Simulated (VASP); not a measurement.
# BN (P6_3/mmc) in VASP: a series of runs

BN is run at these levels: PBEsol; tasks: relaxation of cell and atoms.

All numbers are computed with VASP 6.6.1; they aren't measurements. Logs are shortened: lines on timing, memory, paths and dates and some standing lists are left out, and cuts for length are marked.

## 1. The cell of the first run

Symmetry: P6_3/mmc, No. 194, hexagonal system. The conventional cell has a = 2.504 Å, b = 2.504 Å, c = 7.016 Å, α = 90.00°, β = 90.00°, γ = 120.00°. Within 1.9 Å of B (site symmetry -6m2) lie 3 N at 1.45 Å. N (site symmetry -6m2) has 3 B at 1.45 Å within 1.9 Å.

## 2. Relaxation of cell and atoms, PBEsol, target pressure 4 GPa, at which the enthalpy is minimised

Input file INCAR:

```
SYSTEM = BN
ALGO     = Normal         ! electronic algorithm
EDIFF    = 1E-7           ! SCF threshold, eV
EDIFFG   = -0.002         ! ionic threshold
ENCUT    = 600            ! plane-wave cutoff, eV
GGA      = PS             ! functional
IBRION   = 2              ! ionic algorithm
ISIF     = 3              ! what is computed and relaxed
ISMEAR   = 0              ! smearing method
LASPH    = .TRUE.         ! aspherical terms in the spheres
LCHARG   = .FALSE.        ! write CHGCAR
LREAL    = .FALSE.        ! projectors in reciprocal space
LWAVE    = .FALSE.        ! write WAVECAR
NELM     = 100            ! most SCF steps
NSW      = 100            ! ionic steps
PREC     = Accurate       ! precision mode
PSTRESS  = 40.0         
SIGMA    = 0.01           ! smearing width, eV
```

Input file KPOINTS:

```
k-points
0
G
  10 10 4
  0 0 0
```

Input file POSCAR:

```
BN
1.0
    2.5043523884      0.0000000000      0.0000000000
   -1.2521761942      2.1688327884      0.0000000000
    0.0000000000      0.0000000000      7.0159738244
B N
2 2
Direct
    0.3333333333      0.6666666667      0.2500000000
    0.6666666667      0.3333333333      0.7500000000
    0.3333333333      0.6666666667      0.7500000000
    0.6666666667      0.3333333333      0.2500000000
```

Potentials or basis: VASP PAW PBE potentials, release 64 (B, N).

The run is started by

```console
> cat potpaw_PBE.64/B/POTCAR potpaw_PBE.64/N/POTCAR > POTCAR
> mpirun -np 1 vasp_std > vasp.out
```

OUTCAR:

```text
SYSTEM = BN
   EDIFF = 1E-7
   EDIFFG = -0.002
   ENCUT = 600
   GGA = PS
   IBRION = 2
   ISIF = 3
   ISMEAR = 0
   LASPH = .TRUE.
   LREAL = .FALSE.
   NELM = 100
   NSW = 100
   PREC = Accurate
   PSTRESS = 40.0

 ion  position               nearest neighbor table
   1  0.333  0.667  0.250-   4 1.45   4 1.45   4 1.45
   2  0.667  0.333  0.750-   3 1.45   3 1.45   3 1.45
   3  0.333  0.667  0.750-   2 1.45   2 1.45   2 1.45
   4  0.667  0.333  0.250-   1 1.45   1 1.45   1 1.45

  LATTYP: Found a hexagonal cell.
 ALAT       =     2.5043523884
 C/A-ratio  =     2.8015122220

  Lattice vectors:

 A1 = (   2.5043523884,   0.0000000000,   0.0000000000)
 A2 = (  -1.2521761942,   2.1688327884,   0.0000000000)
 A3 = (   0.0000000000,   0.0000000000,   7.0159738244)

Analysis of symmetry for initial positions (statically):
=====================================================================
 Subroutine PRICEL returns:
 Original cell was already a primitive cell.

 Routine SETGRP: Setting up the symmetry group for a
 hexagonal supercell.

 Subroutine GETGRP returns: Found 24 space group operations
 (whereof 12 operations were pure point group operations)
 out of a pool of 24 trial point group operations.

The static configuration has the point symmetry D_3d.
 The point group associated with its full space group is D_6h.

Analysis of symmetry for dynamics (positions and initial velocities):
=====================================================================
 Subroutine PRICEL returns:
 Original cell was already a primitive cell.

 Routine SETGRP: Setting up the symmetry group for a
 hexagonal supercell.

 Subroutine GETGRP returns: Found 24 space group operations
 (whereof 12 operations were pure point group operations)
 out of a pool of 24 trial point group operations.

The dynamic configuration has the point symmetry D_3d.
 The point group associated with its full space group is D_6h.

 Subroutine INISYM returns: Found 24 space group operations
 (whereof 12 operations are pure point group operations),
 and found     1 'primitive' translations

----------------------------------------------------------------------------------------

                                     Primitive cell

  volume of cell :      38.1074

  direct lattice vectors                    reciprocal lattice vectors
     2.504352388  0.000000000  0.000000000     0.399304828  0.230538750  0.000000000
    -1.252176194  2.168832788  0.000000000     0.000000000  0.461077500  0.000000000
     0.000000000  0.000000000  7.015973824     0.000000000  0.000000000  0.142531889

  length of vectors
     2.504352388  2.504352388  7.015973824     0.461077500  0.461077500  0.142531889

  position of ions in fractional coordinates (direct lattice)
     0.333333333  0.666666667  0.250000000
     0.666666667  0.333333333  0.750000000
     0.333333333  0.666666667  0.750000000
     0.666666667  0.333333333  0.250000000

  ion indices of the primitive-cell ions
   primitive index   ion index
                 1           1
                 2           2
                 3           3
                 4           4

----------------------------------------------------------------------------------------

 KPOINTS: k-points

Automatic generation of k-mesh.
 Grid dimensions read from file:
 generate k-points for:   10   10    4

 Generating k-lattice:

  Cartesian coordinates                     Fractional coordinates (reciprocal lattice)
     0.039930483  0.023053875  0.000000000     0.100000000 -0.000000000  0.000000000
     0.000000000  0.046107750  0.000000000     0.000000000  0.100000000  0.000000000
     0.000000000  0.000000000  0.035632972     0.000000000  0.000000000  0.250000000

  Length of vectors
     0.046107750  0.046107750  0.035632972

  Shift w.r.t. Gamma in fractional coordinates (k-lattice)
     0.000000000  0.000000000  0.000000000

 Subroutine IBZKPT returns following result:
 ===========================================

 Found     42 irreducible k-points:

 Following reciprocal coordinates:
            Coordinates               Weight
  0.000000  0.000000  0.000000      1.000000
  0.100000  0.000000  0.000000      6.000000
  0.200000  0.000000  0.000000      6.000000
  0.300000  0.000000  0.000000      6.000000
  0.400000  0.000000  0.000000      6.000000
  0.500000  0.000000  0.000000      3.000000
[... 16 lines left out ...]
  0.300000  0.100000  0.250000     24.000000
  0.400000  0.100000  0.250000     24.000000
 [... further k-points ...]
   k-points           NKPTS =     42   k-points in BZ     NKDIM =     42   number of bands    NBANDS=     12
   number of dos      NEDOS =    301   number of ions     NIONS =      4
   total plane-waves  NPLWV =  22400
   dimension x,y,z NGX =    20 NGY =   20 NGZ =   56
   dimension x,y,z NGXF=    40 NGYF=   40 NGZF=  112
   ions per type =               2   2
   NGX,Y,Z   is equivalent  to a cutoff of  13.28, 13.28, 13.27 a.u.
   NGXF,Y,Z  is equivalent  to a cutoff of  26.55, 26.55, 26.54 a.u.
 SYSTEM =  BN
   PREC   = accura    normal or accurate (medium, high low for compatibility)
   ISTART =      0    job   : 0-new  1-cont  2-samecut
   ICHARG =      2    charge: 1-file 2-atom 10-const
   ISPIN  =      1    spin polarized calculation?
   LNONCOLLINEAR =      F non collinear calculations
   LSORBIT =      F    spin-orbit coupling
   LASPH  =      T    aspherical Exc in radial PAW
   ENCUT  =  600.0 eV  44.10 Ry    6.64 a.u.   5.00  5.00 14.01*2*pi/ulx,y,z
   NELM   =    100;   NELMIN=  2; NELMDL= -5     # of ELM steps
   EDIFF  = 0.1E-06   stopping-criterion for ELM
   LREAL  =      F    real-space projection
   EDIFFG = -.2E-02   stopping-criterion for IOM
   NSW    =    100    number of steps for IOM
   IBRION =      2    ionic relax: 0-MD 1-quasi-New 2-CG
   NFREE  =      1    steps in history (QN), initial steepest desc. (CG)
   ISIF   =      3    stress and relaxation
   ISYM   =      2    0-nonsym 1-usesym 2-fastsym
   POTIM  = 0.5000    time-step for ionic-motion
   TEBEG  =    0.0;   TEEND  =   0.0 temperature during run
   PSTRESS=   40.0 pullay stress
   NELECT =      16.0000    total number of electrons
   NUPDOWN=      -1.0000    fix difference up-down
   EMIN   =  10.00;   EMAX   =-10.00  energy-range for DOS
   EFERMI =   0.00;   METHOD = LEGACY
   ISMEAR =     0;   SIGMA  =   0.01  broadening in eV -4-tet -1-fermi 0-gaus
   EFERMI_NEDOS =   21; number of points for ismear=-14 and -15
   IALGO  =     38    algorithm
   IMIX   =      4    mixing-type and parameters
     AMIX     =   0.40;   BMIX     =  1.00
     AMIX_MAG =   1.60;   BMIX_MAG =  1.00
  volume/ion in A,a.u.               =       9.53        64.29
  Fermi-wavevector in a.u.,A,eV,Ry     =   1.225872  2.316562 20.446309  1.502761
  Thomas-Fermi vector in A             =   2.360893
   LORBIT       =      0    0 simple, 1 ext, 2 COOP (PROOUT), +10 PAW based schemes
   GGA     = PS    functional components
   LHFCALC =     F    Hartree Fock is set to
   AEXX    =    0.0000 exact exchange contribution
   IVDW    =     0    specifies the selected vdW correction
   LEPSILON=     F    determine dielectric tensor
   LRPA    =     F    only Hartree local field effects (RPA)
 conjugate gradient relaxation of ions
 non-spin polarized calculation
 Gauss-broadening in eV      SIGMA  =   0.01
  energy-cutoff  :      600.00
  volume of cell :       38.11
 maximum number of plane-waves:      1293
 NGX is ok and might be reduce to    20
   NGX =  9   NGY =  9   NGZ = 29

--------------------------------------- Ionic step        1  -------------------------------------------

 number of electron      16.0000000 magnetization

 Free energy of the ion-electron system (eV)
  ---------------------------------------------------
  ext. energy  EPLUGINS =         0.00000000
  ---------------------------------------------------
  free energy    TOTEN  =       -36.57771849 eV

  energy without entropy =      -36.57771849  energy(sigma->0) =      -36.57771849

 E-fermi :   1.8566     XC(G=0):  -9.9295

 val. band max:        1.7611293491   @ k =   0.3000   0.3000   0.0000
 cond. band min:       6.0184285189   @ k =   0.5000   0.0000   0.0000
 fundamental gap:      4.2572991698
 Fermi energy:         1.8566043331

 k-point     1 :       0.0000    0.0000    0.0000
  band No.  band energies     occupation
      1     -15.9500      2.00000
      2     -15.7529      2.00000
      3      -4.3028      2.00000
      4      -2.6475      2.00000
      5       0.4529      2.00000
      6       0.4529      2.00000
      7       0.4739      2.00000
      8       0.4739      2.00000
      9       6.5274      0.00000
     10      11.2811      0.00000
     11      13.2814      0.00000
     12      13.2845      0.00000
[... 331 lines left out ...]
 k-point    24 :       0.4000    0.1000    0.2500
  band No.  band energies     occupation
      1     -12.8066      2.00000
      2     -12.7590      2.00000
      3      -6.8168      2.00000
      4      -6.7822      2.00000
      5      -2.8642      2.00000
      6      -2.8342      2.00000
      7       0.4511      2.00000
      8       1.0605      2.00000
      9       6.4788      0.00000
     10       7.1368      0.00000
     11      11.9090      0.00000
     12      12.5054      0.00000

 [... further k-points ...]
[... 5 lines left out ...]
  --------------------------------------------------------------------------------------
  -------------------------------------------------------------------------------------
  Total        0.0682727      0.0682727     -0.0540558      0.0000000      0.0000000     -0.0000000
  in kB        2.8704377      2.8704377     -2.2727081      0.0000000      0.0000000     -0.0000000
  external PRESSURE =     -38.8439442 kB  Pullay stress =      40.0000000 kB
[... 103 lines left out ...]
  energy  without entropy=      -36.5691596762  energy(sigma->0) =      -36.56915968

  enthalpy is  TOTEN    =       -35.6347197489 eV   P V=        0.9344399273

[... ionic steps 4 to 10 ...]

--------------------------------------- Ionic step       11  -------------------------------------------

 number of electron      15.9999999 magnetization

------------------------ aborting loop because EDIFF is reached ----------------------------------------
[... 75 lines left out ...]
--------------------------------------- Ionic step       13  -------------------------------------------

 number of electron      15.9999999 magnetization

 Free energy of the ion-electron system (eV)
  ---------------------------------------------------
  ext. energy  EPLUGINS =         0.00000000
  ---------------------------------------------------
  free energy    TOTEN  =       -36.53672584 eV

  energy without entropy =      -36.53672584  energy(sigma->0) =      -36.53672584

 E-fermi :   3.1408     XC(G=0): -10.8830

 val. band max:        3.0154981901   @ k =   0.3000   0.3000   0.0000
 cond. band min:       7.0214049217   @ k =   0.5000   0.0000   0.0000
 fundamental gap:      4.0059067316
 Fermi energy:         3.1407660208

 k-point     1 :       0.0000    0.0000    0.0000
  band No.  band energies     occupation
      1     -14.9934      2.00000
      2     -14.4333      2.00000
      3      -3.8284      2.00000
      4      -0.6201      2.00000
      5       1.6338      2.00000
      6       1.6338      2.00000
      7       1.7182      2.00000
      8       1.7182      2.00000
      9       8.6375      0.00000
     10      14.4527      0.00000
     11      14.4527      0.00000
     12      14.6956      0.00000
[... 331 lines left out ...]
 k-point    24 :       0.4000    0.1000    0.2500
  band No.  band energies     occupation
      1     -11.6920      2.00000
      2     -11.5474      2.00000
      3      -5.7004      2.00000
      4      -5.5953      2.00000
      5      -1.7220      2.00000
      6      -1.6140      2.00000
      7       1.2615      2.00000
      8       2.5210      2.00000
      9       7.4486      0.00000
     10       8.7146      0.00000
     11      13.4721      0.00000
     12      13.7096      0.00000

 [... further k-points ...]
[... 5 lines left out ...]
  --------------------------------------------------------------------------------------
  -------------------------------------------------------------------------------------
  Total        0.8248783      0.8248783      0.8238648      0.0000000     -0.0000000      0.0000000
  in kB       40.1065603     40.1065603     40.0572829      0.0000000     -0.0000000      0.0000000
  external PRESSURE =       0.0901345 kB  Pullay stress =      40.0000000 kB
[... 23 lines left out ...]
  energy  without entropy=      -36.5367258395  energy(sigma->0) =      -36.53672584

  enthalpy is  TOTEN    =       -35.7140392129 eV   P V=        0.8226866267

 reached required accuracy - stopping structural energy minimisation
```

Wall time 2.1 min (1 thread of Intel Xeon 6975P-C, shared host); peak memory 0.16 GiB.

What came out:

```
Free energy                                            : -36.5367 eV
Relaxed volume                                         : 8.24 Å³/atom
Relaxed cell                                           : a = 2.497 Å, b = 2.497 Å, c = 6.100 Å, α = 90.00°, β = 90.00°, γ = 120.00°
Space group after relaxing (to 0.05 Å)                 : P6_3/mmc (No. 194)
Energy change on relaxing (the enthalpy is what falls) : +10.2 meV/atom
Ionic steps                                            : 13
Pressure after relaxing                                : 4.0 GPa
Band gap on the k mesh                                 : 4.01 eV, indirect (least direct gap 4.32 eV)
```

Step by step:
```tsv
step	energy change (eV)	largest force (eV/Å)	pressure (GPa)	volume (Å³)
1	0.0000	0.0000	0.12	38.11
2	0.0295	0.0000	7.94	36.85
3	0.0086	0.0000	4.19	37.43
4	0.0077	0.0000	4.19	36.80
5	0.0130	0.0000	4.41	34.90
6	0.1095	0.0000	6.61	31.10
7	0.0342	0.0000	4.96	33.28
8	0.0449	0.0000	5.21	32.82
9	0.0403	0.0000	-1.81	33.51
10	0.0415	0.0000	4.00	32.93
11	0.0416	0.0000	4.03	32.93
12	0.0414	0.0000	4.02	32.94
13	0.0410	0.0000	4.01	32.95
```

Final structure:
```
CELL_PARAMETERS angstrom
2.49746 0.00000 0.00000
-1.24873 2.16286 0.00000
0.00000 0.00000 6.10040
ATOMIC_POSITIONS crystal
B 0.33333 0.66667 0.25000
B 0.66667 0.33333 0.75000
N 0.33333 0.66667 0.75000
N 0.66667 0.33333 0.25000
```

Caveat: the cell is relaxed towards a set pressure, so the enthalpy falls and the energy may rise; the PAW data sets were made with another functional, which shifts forces and pressure a little; this functional lacks dispersion, which binds the layers, so the pressure and a relaxed spacing across them are unreliable. PBEsol gaps usually lie below the measured ones, often by a third to a half.

(Continued in part 2 of 3.)
